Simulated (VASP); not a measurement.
# KF (F-43m) in VASP: notebook

Aim: see how the results for KF move with the level of theory and the settings. Levels: PBE, r2SCAN, HSE06. Tasks: single point.

Program: VASP 6.6.1. These are calculated values, not measurements. Logs are shortened: lines on timing, memory, paths and dates and some standing lists are left out, and cuts for length are marked.

### 1 The cell of the first run

Symmetry: F-43m, No. 216, cubic system. Conventional cell: a = 5.871 Å, b = 5.871 Å, c = 5.871 Å, α = 90.00°, β = 90.00°, γ = 90.00°. K (site symmetry -43m) has 4 F at 2.54 Å within 3.4 Å. Within 3.4 Å of F (site symmetry -43m) lie 4 K at 2.54 Å.

### 2 Single point, PBE

The input, INCAR:

```
ALGO = Normal ; EDIFF = 1E-6
ENCUT = 520 ; GGA = PE
ISIF = 2 ; ISMEAR = 0
LASPH = T ; LCHARG = F
LREAL = F ; LWAVE = F
NBANDS = 15 ; NELM = 80
PREC = Accurate ; SIGMA = 0.01
```

The input, KPOINTS:

```
k-points
0
Gamma
  4 4 4
```

The input, POSCAR:

```
KF
1.0
    0.0000000000      2.9354014298      2.9354014298
    2.9354014298      0.0000000000      2.9354014298
    2.9354014298      2.9354014298      0.0000000000
K F
1 1
Direct
    0.0000000000      0.0000000000      0.0000000000
    0.2500000000      0.2500000000      0.2500000000
```

Potentials or basis: VASP PAW PBE potentials, release 64 (K_sv, F).

Run with:

```sh
cat potpaw_PBE.64/K_sv/POTCAR potpaw_PBE.64/F/POTCAR > POTCAR
mpirun -np 1 vasp_std > vasp.out
```

OUTCAR:

```text
EDIFF = 1E-6
   ENCUT = 520
   GGA = PE
   ISIF = 2
   ISMEAR = 0
   LASPH = T
   LREAL = F
   NELM = 80
   PREC = Accurate

 ion  position               nearest neighbor table
   1  0.000  0.000  0.000-   2 2.54   2 2.54   2 2.54   2 2.54
   2  0.250  0.250  0.250-   1 2.54   1 2.54   1 2.54   1 2.54

  LATTYP: Found a face centered cubic cell.
 ALAT       =     5.8708028596

  Lattice vectors:

 A1 = (   0.0000000000,   2.9354014298,   2.9354014298)
 A2 = (   2.9354014298,   0.0000000000,   2.9354014298)
 A3 = (   2.9354014298,   2.9354014298,   0.0000000000)

Analysis of symmetry for initial positions (statically):
=====================================================================
 Subroutine PRICEL returns:
 Original cell was already a primitive cell.

 Routine SETGRP: Setting up the symmetry group for a
 face centered cubic supercell.

 Subroutine GETGRP returns: Found 24 space group operations
 (whereof 24 operations were pure point group operations)
 out of a pool of 48 trial point group operations.

The static configuration has the point symmetry T_d .

Analysis of symmetry for dynamics (positions and initial velocities):
=====================================================================
 Subroutine PRICEL returns:
 Original cell was already a primitive cell.

 Routine SETGRP: Setting up the symmetry group for a
 face centered cubic supercell.

 Subroutine GETGRP returns: Found 24 space group operations
 (whereof 24 operations were pure point group operations)
 out of a pool of 48 trial point group operations.

The dynamic configuration has the point symmetry T_d .

 Subroutine INISYM returns: Found 24 space group operations
 (whereof 24 operations are pure point group operations),
 and found     1 'primitive' translations

----------------------------------------------------------------------------------------

                                     Primitive cell

  volume of cell :      50.5863

  direct lattice vectors                    reciprocal lattice vectors
     0.000000000  2.935401430  2.935401430    -0.170334454  0.170334454  0.170334454
     2.935401430  0.000000000  2.935401430     0.170334454 -0.170334454  0.170334454
     2.935401430  2.935401430  0.000000000     0.170334454  0.170334454 -0.170334454

  length of vectors
     4.151284513  4.151284513  4.151284513     0.295027929  0.295027929  0.295027929

  position of ions in fractional coordinates (direct lattice)
     0.000000000  0.000000000  0.000000000
     0.250000000  0.250000000  0.250000000

  ion indices of the primitive-cell ions
[... 70 lines left out ...]
   NUPDOWN=      -1.0000    fix difference up-down
   EMIN   =  10.00;   EMAX   =-10.00  energy-range for DOS
   EFERMI =   0.00;   METHOD = LEGACY
   ISMEAR =     0;   SIGMA  =   0.01  broadening in eV -4-tet -1-fermi 0-gaus
   EFERMI_NEDOS =   21; number of points for ismear=-14 and -15
   IALGO  =     38    algorithm
   IMIX   =      4    mixing-type and parameters
     AMIX     =   0.40;   BMIX     =  1.00
     AMIX_MAG =   1.60;   BMIX_MAG =  1.00
  volume/ion in A,a.u.               =      25.29       170.69
  Fermi-wavevector in a.u.,A,eV,Ry     =   1.115417  2.107833 16.927763  1.244155
  Thomas-Fermi vector in A             =   2.252022
   LORBIT       =      0    0 simple, 1 ext, 2 COOP (PROOUT), +10 PAW based schemes
   GGA     = PE    functional components
   LHFCALC =     F    Hartree Fock is set to
   AEXX    =    0.0000 exact exchange contribution
   IVDW    =     0    specifies the selected vdW correction
   LEPSILON=     F    determine dielectric tensor
   LRPA    =     F    only Hartree local field effects (RPA)
 non-spin polarized calculation
 Gauss-broadening in eV      SIGMA  =   0.01
  energy-cutoff  :      520.00
  volume of cell :       50.59
 maximum number of plane-waves:      1380
 NGX is ok and might be reduce to    32
   NGX = 15   NGY = 15   NGZ = 15

 number of electron      15.9999996 magnetization

 Free energy of the ion-electron system (eV)
  ---------------------------------------------------
  ext. energy  EPLUGINS =         0.00000000
  ---------------------------------------------------
  free energy    TOTEN  =        -8.12124507 eV

  energy without entropy =       -8.12124507  energy(sigma->0) =       -8.12124507

 E-fermi :  -3.5216     XC(G=0):  -7.0168

 val. band max:       -3.6506374753   @ k =  -0.2500   0.5000   0.2500
 cond. band min:       1.5077109290   @ k =   0.0000   0.0000   0.0000
 fundamental gap:      5.1583484043
 Fermi energy:        -3.5216151619

 k-point     1 :       0.0000    0.0000    0.0000
  band No.  band energies     occupation
      1     -29.8403      2.00000
      2     -22.1792      2.00000
      3     -13.2450      2.00000
      4     -13.2450      2.00000
      5     -13.2450      2.00000
      6      -3.8600      2.00000
      7      -3.8600      2.00000
      8      -3.8600      2.00000
      9       1.5077      0.00000
     10       8.1073      0.00000
     11       8.1073      0.00000
     12       8.2476      0.00000
     13       8.2476      0.00000
     14       8.2476      0.00000
[... 113 lines left out ...]
      2     -22.2855      2.00000
      3     -13.4373      2.00000
      4     -13.3739      2.00000
      5     -13.1996      2.00000
      6      -3.9136      2.00000
      7      -3.8237      2.00000
      8      -3.6506      2.00000
      9       4.6326      0.00000
     10       5.0070      0.00000
     11       7.8199      0.00000
     12       8.4064      0.00000
     13       9.6125      0.00000
     14       9.8710      0.00000
     15      10.1240      0.00000

------------------------ aborting loop because EDIFF is reached ----------------------------------------

  FORCE on cell =-STRESS in cart. coord.  units (eV):
  Direction    XX          YY          ZZ          XY          YZ          ZX
  --------------------------------------------------------------------------------------
  -------------------------------------------------------------------------------------
  Total        0.2969178      0.2969178      0.2969178     -0.0000000     -0.0000000     -0.0000000
  in kB        9.4040383      9.4040383      9.4040383     -0.0000000     -0.0000000     -0.0000000
  external PRESSURE =       9.4040383 kB  Pullay stress =       0.0000000 kB

 VOLUME and BASIS-vectors are now :
 -----------------------------------------------------------------------------
  energy-cutoff  :      520.00
  volume of cell :       50.59
      direct lattice vectors                 reciprocal lattice vectors
     0.000000000  2.935401430  2.935401430    -0.170334454  0.170334454  0.170334454
     2.935401430  0.000000000  2.935401430     0.170334454 -0.170334454  0.170334454
     2.935401430  2.935401430  0.000000000     0.170334454  0.170334454 -0.170334454

 POSITION                                       TOTAL-FORCE (eV/Angst)
 -----------------------------------------------------------------------------------
      0.00000      0.00000      0.00000        -0.000000     -0.000000     -0.000000
      1.46770      1.46770      1.46770         0.000000      0.000000      0.000000
 -----------------------------------------------------------------------------------
    total drift:                               -0.000000     -0.000000     -0.000000

  FREE ENERGIE OF THE ION-ELECTRON SYSTEM (eV)
  ---------------------------------------------------
  free  energy   TOTEN  =        -8.1212450744 eV

  energy  without entropy=       -8.1212450744  energy(sigma->0) =       -8.12124507
```

OSZICAR:

```text
N       E                     dE             d eps       ncg     rms          rms(c)
DAV:   1     0.111976243436E+03    0.11198E+03   -0.77380E+03   240   0.993E+02
DAV:   2    -0.444287756527E+01   -0.11642E+03   -0.10813E+03   324   0.270E+02
DAV:   3    -0.952132871785E+01   -0.50785E+01   -0.50646E+01   310   0.526E+01
DAV:   4    -0.969578041299E+01   -0.17445E+00   -0.17443E+00   338   0.834E+00
DAV:   5    -0.969794983362E+01   -0.21694E-02   -0.21692E-02   346   0.863E-01    0.685E+00
DAV:   6    -0.816217874393E+01    0.15358E+01   -0.46611E+00   268   0.160E+01    0.390E+00
DAV:   7    -0.811768706312E+01    0.44492E-01   -0.12390E-01   263   0.255E+00    0.231E+00
DAV:   8    -0.811573708540E+01    0.19500E-02   -0.78365E-02   261   0.261E+00    0.318E-01
DAV:   9    -0.811924211636E+01   -0.35050E-02   -0.80007E-03   308   0.563E-01    0.146E-01
DAV:  10    -0.812128442164E+01   -0.20423E-02   -0.20793E-03   247   0.386E-01    0.558E-02
DAV:  11    -0.812123435346E+01    0.50068E-04   -0.13349E-04   324   0.940E-02    0.191E-02
DAV:  12    -0.812124387543E+01   -0.95220E-05   -0.24316E-05   261   0.392E-02    0.534E-03
DAV:  13    -0.812124501792E+01   -0.11425E-05   -0.32911E-06   278   0.132E-02    0.148E-03
DAV:  14    -0.812124507437E+01   -0.56448E-07   -0.55790E-08   232   0.216E-03
   1 F= -.81212451E+01 E0= -.81212451E+01  d E =-.268472E-75
```

Run time: 5.7 s. Hardware: 1 thread of Intel Xeon Platinum 8559C (Emerald Rapids), shared host; peak memory 0.17 GiB.

Results:

- Free energy: -8.1212 eV
- Pressure: 0.9 GPa
- Band gap on the k mesh: 5.16 eV, indirect (least direct gap 5.37 eV)

Levels at points of the mesh, in eV from the valence-band top:
| k point | band 4 | band 5 | band 6 | band 7 | band 8 | band 9 | band 10 | band 11 | band 12 | band 13 |
| --- | --- | --- | --- | --- | --- | --- | --- | --- | --- | --- |
| (0.00, 0.00, 0.00) | -9.59 | -9.59 | -0.21 | -0.21 | -0.21 | 5.16 | 11.76 | 11.76 | 11.90 | 11.90 |
| (0.50, 0.00, 0.00) | -9.64 | -9.64 | -0.27 | -0.12 | -0.12 | 8.00 | 9.21 | 10.90 | 10.90 | 12.99 |
| (0.50, 0.50, 0.00) | -9.72 | -9.62 | -0.45 | 0.00 | 0.00 | 8.26 | 8.38 | 12.31 | 12.91 | 13.00 |

Caveat: the k points lie up to 0.46 Å⁻¹ apart. A hybrid or GW would open this gap; PBE tends to underestimate it.

### 3 Single point, PBE

The input, INCAR:

```
SYSTEM = KF
PREC = Accurate ; ENCUT = 520
EDIFF = 1E-7 ; ISMEAR = 0
SIGMA = 0.01 ; LREAL = .False.
LASPH = .True. ; NELM = 100
ALGO = Normal ; ISIF = 2
LWAVE = .False. ; LCHARG = .False.
GGA = PE ; NBANDS = 15
```

The input, KPOINTS:

```
regular mesh
0
Gamma
  6 6 6
  0 0 0
```

POSCAR is that of step 2.

Potentials or basis: VASP PAW PBE potentials, release 64 (K_sv, F).

Run with:

```sh
cat potpaw_PBE.64/K_sv/POTCAR potpaw_PBE.64/F/POTCAR > POTCAR
mpirun -np 1 vasp_std > vasp.out
```

It took 8.2 s on 1 thread of Intel Xeon Platinum 8559C (Emerald Rapids), shared host; peak memory 0.16 GiB.

It converged, with:

```
Free energy            : -8.1213 eV
Pressure               : 0.9 GPa
Band gap on the k mesh : 5.16 eV, indirect (least direct gap 5.37 eV)
```

Levels at points of the mesh, in eV from the valence-band top:
```tsv
k point	band 6	band 7	band 8	band 9	band 10	band 11
(0.00, 0.00, 0.00)	-0.21	-0.21	-0.21	5.16	11.76	11.76
(0.50, 0.00, 0.00)	-0.27	-0.12	-0.12	8.01	9.21	10.90
(0.50, 0.50, 0.00)	-0.45	0.00	0.00	8.26	8.38	12.31
```

### 4 Single point, r2SCAN

POSCAR is that of step 3.

The input, INCAR.step1:

```
SYSTEM = KF
PREC     = Accurate       ! precision mode
ENCUT    = 520            ! plane-wave cutoff, eV
ISMEAR   = 0              ! smearing method
SIGMA    = 0.01           ! smearing width, eV
LREAL    = .FALSE.        ! projectors in reciprocal space
LASPH    = .TRUE.         ! aspherical terms in the spheres
NELM     = 100            ! most SCF steps
NBANDS   = 15             ! bands
GGA      = PE             ! functional
ALGO     = Normal         ! electronic algorithm
EDIFF    = 1E-4           ! SCF threshold, eV
LWAVE    = .TRUE.         ! write WAVECAR
LCHARG   = .FALSE.        ! write CHGCAR
```

The input, INCAR.step2:

```
SYSTEM = KF
PREC     = Accurate       ! precision mode
ENCUT    = 520            ! plane-wave cutoff, eV
EDIFF    = 1E-7           ! SCF threshold, eV
ISMEAR   = 0              ! smearing method
SIGMA    = 0.01           ! smearing width, eV
LREAL    = .FALSE.        ! projectors in reciprocal space
LASPH    = .TRUE.         ! aspherical terms in the spheres
NELM     = 100            ! most SCF steps
ALGO     = Normal         ! electronic algorithm
ISIF     = 2              ! what is computed and relaxed
LWAVE    = .FALSE.        ! write WAVECAR
LCHARG   = .FALSE.        ! write CHGCAR
METAGGA  = R2SCAN         ! meta-GGA
LMIXTAU  = .TRUE.       
NBANDS   = 15             ! bands
ISTART   = 1
```

The input, KPOINTS:

```
regular mesh
0
G
  6 6 6
  0 0 0
```

Run with:

```sh
cat potpaw_PBE.64/K_sv/POTCAR potpaw_PBE.64/F/POTCAR > POTCAR
cp INCAR.step1 INCAR
mpirun -np 1 vasp_std > vasp.out
cp INCAR.step2 INCAR
mpirun -np 1 vasp_std > vasp.out
```

It took 36 s on 1 thread of Intel Xeon Platinum 8559C (Emerald Rapids), shared host; peak memory 0.18 GiB.

The run converged. Its results:

- Free energy: -14.7061 eV
- Pressure: 0.0 GPa
- Band gap on the k mesh: 5.74 eV, indirect (least direct gap 5.95 eV)

Levels at points of the mesh, in eV from the valence-band top:
| k point | band 6 | band 7 | band 8 | band 9 | band 10 | band 11 |
| --- | --- | --- | --- | --- | --- | --- |
| (0.00, 0.00, 0.00) | -0.21 | -0.21 | -0.21 | 5.74 | 12.64 | 12.64 |
| (0.50, 0.00, 0.00) | -0.26 | -0.12 | -0.12 | 8.56 | 9.87 | 11.70 |
| (0.50, 0.50, 0.00) | -0.43 | 0.00 | 0.00 | 8.83 | 8.94 | 13.28 |

Caveat: the PAW data sets were made with another functional, which shifts forces and pressure a little.

### 5 Single point, HSE06

POSCAR is that of step 4.

The input, INCAR.step1:

```
ALGO     = Normal         # electronic algorithm
EDIFF    = 1E-5           # SCF threshold, eV
ENCUT    = 520            # plane-wave cutoff, eV
GGA      = PE             # functional
ISIF     = 2              # what is computed and relaxed
ISMEAR   = 0              # smearing method
LASPH    = T              # aspherical terms in the spheres
LREAL    = F              # projectors in reciprocal space
LWAVE    = T              # write WAVECAR
NBANDS   = 15             # bands
NELM     = 100            # most SCF steps
PREC     = Accurate       # precision mode
SIGMA    = 0.01           # smearing width, eV
```

The input, INCAR.step2:

```
ALGO     = Normal         # electronic algorithm
EDIFF    = 1E-6           # SCF threshold, eV
ENCUT    = 520            # plane-wave cutoff, eV
GGA      = PE             # functional
HFSCREEN = 0.2079         # screening, 1/A
ISIF     = 2              # what is computed and relaxed
ISMEAR   = 0              # smearing method
ISTART   = 1            
LASPH    = T              # aspherical terms in the spheres
LCHARG   = T              # write CHGCAR
LELF     = T              # ELF
LHFCALC  = T              # exact exchange
LREAL    = F              # projectors in reciprocal space
LVHAR    = T            
LWAVE    = F              # write WAVECAR
NBANDS   = 15             # bands
NELM     = 100            # most SCF steps
PREC     = Accurate       # precision mode
PRECFOCK = Normal       
SIGMA    = 0.01           # smearing width, eV
```

The input, KPOINTS:

```
k-points
0
Gamma
  4 4 4
```

Potentials or basis: VASP PAW PBE potentials, release 64 (K_sv, F).

Run with:

```sh
cat potpaw_PBE.64/K_sv/POTCAR potpaw_PBE.64/F/POTCAR > POTCAR
cp INCAR.step1 INCAR
mpirun -np 1 vasp_std > vasp.out
cp INCAR.step2 INCAR
mpirun -np 1 vasp_std > vasp.out
```

OUTCAR:

```text
EDIFF = 1E-6
   ENCUT = 520
   GGA = PE
   HFSCREEN = 0.2079
   ISIF = 2
   ISMEAR = 0
   ISTART = 1
   LASPH = T
   LHFCALC = T
   LREAL = F
   NELM = 100
   PREC = Accurate
   PRECFOCK = Normal

 ion  position               nearest neighbor table
   1  0.000  0.000  0.000-   2 2.54   2 2.54   2 2.54   2 2.54
   2  0.250  0.250  0.250-   1 2.54   1 2.54   1 2.54   1 2.54

[... 323 lines left out ...]
     14      10.9277      0.00000
     15      10.9466      0.00000

------------------------ aborting loop because EDIFF is reached ----------------------------------------

  FORCE on cell =-STRESS in cart. coord.  units (eV):
  Direction    XX          YY          ZZ          XY          YZ          ZX
  --------------------------------------------------------------------------------------
  -------------------------------------------------------------------------------------
  Total        0.1648860      0.1648860      0.1648860     -0.0000000     -0.0000000      0.0000000
  in kB        5.2223003      5.2223003      5.2223003     -0.0000000     -0.0000000      0.0000000
  external PRESSURE =       5.2223003 kB  Pullay stress =       0.0000000 kB

 VOLUME and BASIS-vectors are now :
 -----------------------------------------------------------------------------
  energy-cutoff  :      520.00
  volume of cell :       50.59
      direct lattice vectors                 reciprocal lattice vectors
     0.000000000  2.935401430  2.935401430    -0.170334454  0.170334454  0.170334454
     2.935401430  0.000000000  2.935401430     0.170334454 -0.170334454  0.170334454
     2.935401430  2.935401430  0.000000000     0.170334454  0.170334454 -0.170334454

 POSITION                                       TOTAL-FORCE (eV/Angst)
 -----------------------------------------------------------------------------------
      0.00000      0.00000      0.00000         0.000000      0.000000      0.000000
      1.46770      1.46770      1.46770        -0.000000     -0.000000     -0.000000
 -----------------------------------------------------------------------------------
    total drift:                               -0.000001      0.000000      0.000000

  FREE ENERGIE OF THE ION-ELECTRON SYSTEM (eV)
  ---------------------------------------------------
  free  energy   TOTEN  =        -9.7752572736 eV

  energy  without entropy=       -9.7752572736  energy(sigma->0) =       -9.77525727
```

OSZICAR.step1:

```text
N       E                     dE             d eps       ncg     rms          rms(c)
DAV:   1     0.111976243436E+03    0.11198E+03   -0.77380E+03   240   0.993E+02
DAV:   2    -0.444287756526E+01   -0.11642E+03   -0.10813E+03   324   0.270E+02
DAV:   3    -0.952132871783E+01   -0.50785E+01   -0.50646E+01   310   0.526E+01
DAV:   4    -0.969578041302E+01   -0.17445E+00   -0.17443E+00   338   0.834E+00
DAV:   5    -0.969794983373E+01   -0.21694E-02   -0.21692E-02   346   0.863E-01    0.685E+00
DAV:   6    -0.816217874385E+01    0.15358E+01   -0.46611E+00   268   0.160E+01    0.390E+00
DAV:   7    -0.811768706323E+01    0.44492E-01   -0.12390E-01   263   0.255E+00    0.231E+00
DAV:   8    -0.811573708541E+01    0.19500E-02   -0.78365E-02   261   0.261E+00    0.318E-01
DAV:   9    -0.811924211642E+01   -0.35050E-02   -0.80007E-03   308   0.563E-01    0.146E-01
DAV:  10    -0.812128442166E+01   -0.20423E-02   -0.20793E-03   247   0.386E-01    0.558E-02
DAV:  11    -0.812123435345E+01    0.50068E-04   -0.13349E-04   324   0.940E-02    0.191E-02
DAV:  12    -0.812124387551E+01   -0.95221E-05   -0.24316E-05   261   0.392E-02
   1 F= -.81212439E+01 E0= -.81212439E+01  d E =-.811586E-74
```

It took 13 min on 1 thread of Oxide Virtual Turin-like, shared host; peak memory 0.25 GiB.

Results:

```
Free energy            : -9.7753 eV
Pressure               : 0.5 GPa
Band gap on the k mesh : 7.03 eV, indirect (least direct gap 7.24 eV)
```

Levels at points of the mesh, in eV from the valence-band top:
```csv
k point,band 6,band 7,band 8,band 9,band 10,band 11
"(0.00, 0.00, 0.00)",-0.21,-0.21,-0.21,7.03,14.16,14.16
"(0.50, 0.00, 0.00)",-0.27,-0.12,-0.12,9.93,11.17,13.15
"(0.50, 0.50, 0.00)",-0.45,0.00,0.00,10.20,10.37,14.63
```

Caveat: the k points lie up to 0.46 Å⁻¹ apart; the PAW data sets were made with another functional, which shifts forces and pressure a little. A k mesh can miss the band edges.

### 6 The runs side by side

| level | k mesh | grid for exact exchange (PRECFOCK) | screening parameter | gap on the mesh (eV) | pressure (GPa) |
| --- | --- | --- | --- | --- | --- |
| PBE | 4 × 4 × 4 | - | - | 5.16 | 0.9 |
| PBE | 6 × 6 × 6 | - | - | 5.16 | 0.9 |
| r2SCAN | 6 × 6 × 6 | - | - | 5.74 | 0.0 |
| HSE06 | 4 × 4 × 4 | Normal | 0.2079 1/Å | 7.03 | 0.5 |

Alike in all rows: task single point; potentials or basis VASP PAW PBE potentials, release 64 (K_sv, F); no spin polarisation; cell as given; cutoff (eV) 520; smearing gaussian 0.01 eV.

Caveats: some runs use coarse meshes; the PAW data sets were made with another functional, which shifts forces and pressure a little (some runs).

Total energies depend on the potentials used, so only differences within one code and one set of settings carry meaning.
